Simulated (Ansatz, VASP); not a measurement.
## One calculation of Ti, two programs

File POSCAR:

```
Ti
1.0
    4.5540000000      0.0000000000      0.0000000000
   -2.2770000000      3.9438798300      0.0000000000
    0.0000000000      0.0000000000      2.8200000000
Ti
3
Direct
    0.0000000000      0.0000000000      0.0000000000
    0.3333333333      0.6666666667      0.5000000000
    0.6666666667      0.3333333333      0.5000000000
```

Contents of INCAR.step1:

```
SYSTEM = Ti
ALGO = Normal ; EDIFF = 1E-4
ENCUT = 520 ; GGA = PE
ISMEAR = 1 ; LASPH = .True.
LCHARG = .False. ; LREAL = .False.
LWAVE = .True. ; NBANDS = 25
NELM = 60 ; PREC = Accurate
SIGMA = 0.1
```

Contents of INCAR.step2:

```
SYSTEM = Ti
ALGO = Normal ; EDIFF = 1E-6
ENCUT = 520 ; ISIF = 2
ISMEAR = 1 ; ISTART = 1
LASPH = .True. ; LCHARG = .False.
LMIXTAU = .True. ; LREAL = .False.
LWAVE = .False. ; METAGGA = R2SCAN
NBANDS = 25 ; NELM = 60
PREC = Accurate ; SIGMA = 0.1
```

KPOINTS

```
k-points
0
Gamma
  9 9 12
  0 0 0
```

Input for Ansatz:

```yaml
crystal:
  lattice:
    - [4.553999999999999, 0.0, 0.0]
    - [-2.2769999999999997, 3.9438798299999998, 0.0]
    - [0.0, 0.0, 2.82]
  atoms:
    - { symbol: Ti, position: [0.0, 0.0, 0.0] }
    - { symbol: Ti, position: [0.3333333333333333, 0.6666666666666666, 0.5] }
    - { symbol: Ti, position: [0.6666666666666666, 0.3333333333333333, 0.5] }
basis:
  ecutwfc: 520.0
kpoints:
  mp_grid:
    grid: [9, 9, 12]
hamiltonian:
  xc: r2scan
scf:
  occupations:
    method: cold
    width: 0.1
output:
  stress: true
```

Alike in both runs: task single point; functional r2SCAN; k mesh 9 × 9 × 12; no spin polarisation.

```csv
,VASP,Ansatz
version,VASP 6.6.1,Ansatz 0.2.0
potentials or method,"VASP PAW PBE potentials, release 64 (Ti_sv), cutoff 520 eV","plane waves, PAW"
occupations,"methfessel-paxton of order 1, width 0.1 eV","cold, width 0.1 eV"
valence electrons in the cell,36,36
```

|  | VASP | Ansatz | Ansatz less VASP |
| --- | --- | --- | --- |
| pressure (GPa) | 1.3 | 0.9 | -0.42 |
| traceless stress, the component that is largest in VASP (GPa) | -0.27 | -0.21 | +0.063 |

VASP's potentials were made for PBE, not for r2SCAN.
